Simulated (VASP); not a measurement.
# PtSe2 in VASP: single point with PBE+D3(BJ)

Aim: the single point of PtSe2 with PBE+D3(BJ).

Everything below comes from runs of VASP 6.6.1. Logs are shortened: lines on timing, memory, paths and dates and some standing lists are left out, and cuts for length are marked.

### Step 1. The cell of the first run

The cell holds a slab with vacuum, 6 atoms: a = 3.707 Å, b = 3.707 Å, c = 22.798 Å, α = 90.00°, β = 90.00°, γ = 120.00°.

### Step 2. Single point, PBE+D3(BJ)

INCAR reads:

```
PREC = Accurate
ENCUT = 520
EDIFF = 1E-6
ISMEAR = 0
SIGMA = 0.05
LREAL = F
LASPH = T
NELM = 60
ALGO = Normal
ISIF = 2
LWAVE = F
LCHARG = F
LDIPOL = T
IDIPOL = 3
DIPOL = 0.5 0.5 0.382
GGA = PE
IVDW = 12
NBANDS = 31
```

KPOINTS reads:

```
Automatic mesh
0
Gamma
  9 9 1
```

POSCAR reads:

```
PtSe2
1.0
    3.7070358307      0.0000000000      0.0000000000
   -1.8535179153      3.2103872021      0.0000000000
    0.0000000000      0.0000000000     22.7981611688
Se Pt
4 2
Direct
    0.6666666667      0.3333333333      0.1973843402
    0.3333333333      0.6666666667      0.3135814565
    0.3333333333      0.6666666667      0.4499959672
    0.6666666667      0.3333333333      0.5661930834
    0.0000000000      0.0000000000      0.2554828983
    1.0000000000      1.0000000000      0.5080945253
```

Potentials or basis: VASP PAW PBE potentials, release 64 (Se, Pt).

Run with:

```console
$ cat potpaw_PBE.64/Se/POTCAR potpaw_PBE.64/Pt/POTCAR > POTCAR
$ mpirun -np 1 vasp_std > vasp.out
```

OUTCAR:

```text
PREC = Accurate
   ENCUT = 520
   EDIFF = 1E-6
   ISMEAR = 0
   LREAL = F
   LASPH = T
   NELM = 60
   ISIF = 2
   GGA = PE
   IVDW = 12
 IVDW          = 12

 ion  position               nearest neighbor table
   1  0.667  0.333  0.197-   5 2.52   5 2.52   5 2.52
   2  0.333  0.667  0.314-   5 2.52   5 2.52   5 2.52
   3  0.333  0.667  0.450-   6 2.52   6 2.52   6 2.52
   4  0.667  0.333  0.566-   6 2.52   6 2.52   6 2.52
   5  0.000  0.000  0.255-   1 2.52   1 2.52   1 2.52   2 2.52   2 2.52   2 2.52
   6  0.000  0.000  0.508-   3 2.52   4 2.52   3 2.52   4 2.52   4 2.52   3 2.52

  LATTYP: Found a hexagonal cell.
 ALAT       =     3.7070358307
 C/A-ratio  =     6.1499705452

  Lattice vectors:

 A1 = (   3.7070358307,   0.0000000000,   0.0000000000)
 A2 = (  -1.8535179153,   3.2103872021,   0.0000000000)
 A3 = (   0.0000000000,   0.0000000000,  22.7981611688)

Analysis of symmetry for initial positions (statically):
=====================================================================
 Subroutine PRICEL returns:
 Original cell was already a primitive cell.

 Routine SETGRP: Setting up the symmetry group for a
 hexagonal supercell.

 Subroutine GETGRP returns: Found 12 space group operations
 (whereof  6 operations were pure point group operations)
 out of a pool of 24 trial point group operations.

The static configuration has the point symmetry C_3v.
 The point group associated with its full space group is D_3h.

Analysis of symmetry for dynamics (positions and initial velocities):
=====================================================================
 Subroutine PRICEL returns:
 Original cell was already a primitive cell.

 Routine SETGRP: Setting up the symmetry group for a
 hexagonal supercell.

 Subroutine GETGRP returns: Found 12 space group operations
 (whereof  6 operations were pure point group operations)
 out of a pool of 24 trial point group operations.

The dynamic configuration has the point symmetry C_3v.
 The point group associated with its full space group is D_3h.

 Subroutine INISYM returns: Found 12 space group operations
 (whereof  6 operations are pure point group operations),
 and found     1 'primitive' translations

----------------------------------------------------------------------------------------

                                     Primitive cell

  volume of cell :     271.3214

  direct lattice vectors                    reciprocal lattice vectors
     3.707035831  0.000000000  0.000000000     0.269757306  0.155744453  0.000000000
    -1.853517915  3.210387202  0.000000000     0.000000000  0.311488907  0.000000000
     0.000000000  0.000000000 22.798161169     0.000000000  0.000000000  0.043863187

  length of vectors
     3.707035831  3.707035831 22.798161169     0.311488907  0.311488907  0.043863187

  position of ions in fractional coordinates (direct lattice)
     0.666666667  0.333333333  0.197384340
     0.333333333  0.666666667  0.313581457
     0.333333333  0.666666667  0.449995967
     0.666666667  0.333333333  0.566193083
     0.000000000  0.000000000  0.255482898
     0.000000000  0.000000000  0.508094525

  ion indices of the primitive-cell ions
   primitive index   ion index
                 1           1
                 2           2
                 3           3
                 4           4
                 5           5
                 6           6

----------------------------------------------------------------------------------------

 KPOINTS: Automatic mesh

Automatic generation of k-mesh.
 Grid dimensions read from file:
 generate k-points for:    9    9    1

 Generating k-lattice:

  Cartesian coordinates                     Fractional coordinates (reciprocal lattice)
     0.029973034  0.017304939  0.000000000     0.111111111  0.000000000  0.000000000
     0.000000000  0.034609879  0.000000000     0.000000000  0.111111111  0.000000000
     0.000000000  0.000000000  0.043863187     0.000000000  0.000000000  1.000000000

  Length of vectors
     0.034609879  0.034609879  0.043863187

  Shift w.r.t. Gamma in fractional coordinates (k-lattice)
     0.000000000  0.000000000  0.000000000

 Subroutine IBZKPT returns following result:
 ===========================================

 Found     12 irreducible k-points:

 Following reciprocal coordinates:
            Coordinates               Weight
  0.000000  0.000000  0.000000      1.000000
  0.111111  0.000000  0.000000      6.000000
  0.222222 -0.000000  0.000000      6.000000
  0.333333  0.000000  0.000000      6.000000
  0.444444 -0.000000  0.000000      6.000000
  0.111111  0.111111  0.000000      6.000000
  0.222222  0.111111  0.000000     12.000000
  0.333333  0.111111  0.000000     12.000000
  0.444444  0.111111  0.000000      6.000000
  0.222222  0.222222  0.000000      6.000000
  0.333333  0.222222  0.000000     12.000000
  0.333333  0.333333  0.000000      2.000000
   k-points           NKPTS =     12   k-points in BZ     NKDIM =     12   number of bands    NBANDS=     31
   number of dos      NEDOS =    301   number of ions     NIONS =      6
   total plane-waves  NPLWV = 141120
   dimension x,y,z NGX =    28 NGY =   28 NGZ =  180
   dimension x,y,z NGXF=    56 NGYF=   56 NGZF=  360
   ions per type =               4   2
   NGX,Y,Z   is equivalent  to a cutoff of  12.56, 12.56, 13.13 a.u.
   NGXF,Y,Z  is equivalent  to a cutoff of  25.11, 25.11, 26.25 a.u.
 SYSTEM =  unknown system
   PREC   = accura    normal or accurate (medium, high low for compatibility)
   ISTART =      0    job   : 0-new  1-cont  2-samecut
   ICHARG =      2    charge: 1-file 2-atom 10-const
   ISPIN  =      1    spin polarized calculation?
   LNONCOLLINEAR =      F non collinear calculations
   LSORBIT =      F    spin-orbit coupling
   LASPH  =      T    aspherical Exc in radial PAW
   ENCUT  =  520.0 eV  38.22 Ry    6.18 a.u.   6.89  6.89 42.39*2*pi/ulx,y,z
   NELM   =     60;   NELMIN=  2; NELMDL= -5     # of ELM steps
   EDIFF  = 0.1E-05   stopping-criterion for ELM
   LREAL  =      F    real-space projection
   EDIFFG = 0.1E-04   stopping-criterion for IOM
   NSW    =      0    number of steps for IOM
   IBRION =     -1    ionic relax: 0-MD 1-quasi-New 2-CG
   NFREE  =      0    steps in history (QN), initial steepest desc. (CG)
   ISIF   =      2    stress and relaxation
   ISYM   =      2    0-nonsym 1-usesym 2-fastsym
   POTIM  = 0.5000    time-step for ionic-motion
   TEBEG  =    0.0;   TEEND  =   0.0 temperature during run
   PSTRESS=    0.0 pullay stress
   NELECT =      44.0000    total number of electrons
   NUPDOWN=      -1.0000    fix difference up-down
   EMIN   =  10.00;   EMAX   =-10.00  energy-range for DOS
   EFERMI =   0.00;   METHOD = LEGACY
   ISMEAR =     0;   SIGMA  =   0.05  broadening in eV -4-tet -1-fermi 0-gaus
   EFERMI_NEDOS =   21; number of points for ismear=-14 and -15
   IALGO  =     38    algorithm
   IMIX   =      4    mixing-type and parameters
     AMIX     =   0.40;   BMIX     =  1.00
     AMIX_MAG =   1.60;   BMIX_MAG =  1.00
  volume/ion in A,a.u.               =      45.22       305.16
  Fermi-wavevector in a.u.,A,eV,Ry     =   0.892752  1.687058 10.843938  0.797007
  Thomas-Fermi vector in A             =   2.014742
   LORBIT       =      0    0 simple, 1 ext, 2 COOP (PROOUT), +10 PAW based schemes
   GGA     = PE    functional components
   LHFCALC =     F    Hartree Fock is set to
   AEXX    =    0.0000 exact exchange contribution
   IVDW    =    12    specifies the selected vdW correction
   LEPSILON=     F    determine dielectric tensor
   LRPA    =     F    only Hartree local field effects (RPA)
 non-spin polarized calculation
 Gauss-broadening in eV      SIGMA  =   0.05
  energy-cutoff  :      520.00
  volume of cell :      271.32
 maximum number of plane-waves:      7334
 NGX is ok and might be reduce to    28
   NGX = 13   NGY = 13   NGZ = 85

 dipolmoment           0.000000      0.000000      0.000013 electrons x Angstroem

 number of electron      44.0000001 magnetization

 dipolmoment           0.000000      0.000000     -0.000002 electrons x Angstroem

 Free energy of the ion-electron system (eV)
  ---------------------------------------------------
  ext. energy  EPLUGINS =         0.00000000
  ---------------------------------------------------
  free energy    TOTEN  =       -28.35276270 eV

  energy without entropy =      -28.35276270  energy(sigma->0) =      -28.35276270

 E-fermi :   0.2589     XC(G=0):  -5.4442

 val. band max:        0.0528050229   @ k =   0.1111   0.1111   0.0000
 cond. band min:       0.4638307991   @ k =   0.2222  -0.0000   0.0000
 fundamental gap:      0.4110257762
 Fermi energy:         0.2588610145

 k-point     1 :       0.0000    0.0000    0.0000
  band No.  band energies     occupation
      1     -14.8394      2.00000
      2     -14.6769      2.00000
      3     -13.1394      2.00000
      4     -12.8518      2.00000
      5      -6.2392      2.00000
      6      -5.7751      2.00000
[... 23 lines left out ...]
     30       4.9279      0.00000
     31       5.1205      0.00000

 k-point     2 :       0.1111    0.0000    0.0000
  band No.  band energies     occupation
      1     -14.7099      2.00000
      2     -14.5436      2.00000
      3     -13.1372      2.00000
      4     -12.8622      2.00000
      5      -6.1477      2.00000
      6      -5.7899      2.00000
[... 23 lines left out ...]
     30       5.3523      0.00000
     31       5.7973      0.00000

 k-point     3 :       0.2222   -0.0000    0.0000
  band No.  band energies     occupation
      1     -14.3532      2.00000
      2     -14.1751      2.00000
      3     -13.1340      2.00000
      4     -12.8919      2.00000
      5      -6.0542      2.00000
      6      -5.7474      2.00000
[... 295 lines left out ...]
     30       7.1148      0.00000
     31       7.2446      0.00000

 k-point    12 :       0.3333    0.3333    0.0000
  band No.  band energies     occupation
      1     -13.3400      2.00000
      2     -13.0392      2.00000
      3     -13.0392      2.00000
      4     -12.9514      2.00000
      5      -6.0427      2.00000
      6      -5.9187      2.00000
[... 23 lines left out ...]
     30       7.3403      0.00000
     31       7.8765      0.00000

------------------------ aborting loop because EDIFF is reached ----------------------------------------

 vacuum level on the upper side and lower side of the slab       (xc-potential included)        -0.155        -0.155

 Edisp (eV)   -2.13749

 E8    (eV) :    -0.9465

  FORCE on cell =-STRESS in cart. coord.  units (eV):
  Direction    XX          YY          ZZ          XY          YZ          ZX
  --------------------------------------------------------------------------------------
  -------------------------------------------------------------------------------------
  Total       0.27923     0.27923     1.63403     0.00000     0.00000     0.00000
  in kB       1.64888     1.64888     9.64912     0.00000     0.00000     0.00000
  external pressure =        4.32 kB  Pullay stress =        0.00 kB

 VOLUME and BASIS-vectors are now :
 -----------------------------------------------------------------------------
  energy-cutoff  :      520.00
  volume of cell :      271.32
      direct lattice vectors                 reciprocal lattice vectors
     3.707035831  0.000000000  0.000000000     0.269757306  0.155744453  0.000000000
    -1.853517915  3.210387202  0.000000000     0.000000000  0.311488907  0.000000000
     0.000000000  0.000000000 22.798161169     0.000000000  0.000000000  0.043863187

 POSITION                                       TOTAL-FORCE (eV/Angst)
 -----------------------------------------------------------------------------------
      1.85352      1.07013      4.50000        -0.000000      0.000000     -0.043050
     -0.00000      2.14026      7.14908        -0.000000     -0.000000     -0.409149
     -0.00000      2.14026     10.25908         0.000000     -0.000000      0.409149
      1.85352      1.07013     12.90816        -0.000000      0.000000      0.043050
      0.00000      0.00000      5.82454         0.000000      0.000000     -0.008200
      0.00000      0.00000     11.58362         0.000000      0.000000      0.008200
 -----------------------------------------------------------------------------------
    total drift:                                0.000000      0.000000     -0.000077

  FREE ENERGIE OF THE ION-ELECTRON SYSTEM (eV)
  ---------------------------------------------------
  free  energy   TOTEN  =       -30.4902523002 eV

  energy  without entropy=      -30.4902523000  energy(sigma->0) =      -30.49025230

 vacuum level on the upper side and lower side of the slab         4.869         4.869
```

It took 2.3 min on 1 thread of Intel Xeon Platinum 8488C (Sapphire Rapids), shared host; peak memory 0.4 GiB.

Results:

```
Free energy                : -30.4903 eV
Largest force              : 0.409 eV/Å
Band gap on the k mesh     : 0.41 eV (least direct gap 0.68 eV)
Dispersion energy per atom : -0.356 eV
```

Forces on the atoms (eV/Å):
```
Se   0.000  0.000 -0.043
Se   0.000  0.000 -0.409
Se   0.000  0.000  0.409
Se   0.000  0.000  0.043
Pt   0.000  0.000 -0.008
Pt   0.000  0.000  0.008
```

Caveat: spin-orbit coupling is left out, which moves the levels of the heavy elements.
